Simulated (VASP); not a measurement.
# PbF2: single point with PBE

Crystal: PbF2.

```
CELL_PARAMETERS angstrom
2.12108 1.22461 3.46602
-2.12108 1.22461 3.46602
0.00000 -2.44922 3.46602
ATOMIC_POSITIONS crystal
Pb 0.00000 0.00000 0.00000
F 0.24995 0.24995 0.24995
F 0.75005 0.75005 0.75005
```

```
Program                : VASP 6.6.1
Task                   : single point
Functional             : PBE
Potentials or basis    : VASP PAW PBE potentials, release 64 (Pb_d, F)
Cutoff                 : 520 eV
k mesh                 : 10 × 10 × 10
Occupations            : gaussian, width 0.05 eV
Spin                   : no spin polarisation
Dipole correction      : no
Further INCAR settings : ALGO = Normal; EDIFF = 1e-07; NBANDS = 21
```

```
Pressure               : -0.2 GPa
Band gap on the k mesh : 4.43 eV (least direct gap 4.56 eV)
```

Levels at points of the mesh, in eV from the valence-band top:
```csv
k point,band 11,band 12,band 13,band 14,band 15,band 16,band 17,band 18
"(0.00, 0.00, 0.00)",-2.23,-1.75,-1.75,-1.74,6.74,6.74,6.74,10.55
"(0.50, 0.00, 0.00)",-2.41,-1.92,-1.91,0.00,5.04,7.56,7.56,13.17
"(0.50, 0.50, 0.00)",-1.35,-1.35,-1.34,-0.14,4.43,7.77,7.77,9.05
"(0.50, 0.50, 0.50)",-2.41,-1.91,-1.91,0.00,5.03,7.56,7.56,13.17
```

Wall time 2.4 min on 1 thread of Oxide Virtual Turin-like Processor, on a shared host, peak memory 0.22 GiB.

Caveat: spin-orbit coupling is left out, which moves the levels of the heavy elements. A k mesh can miss the band edges.
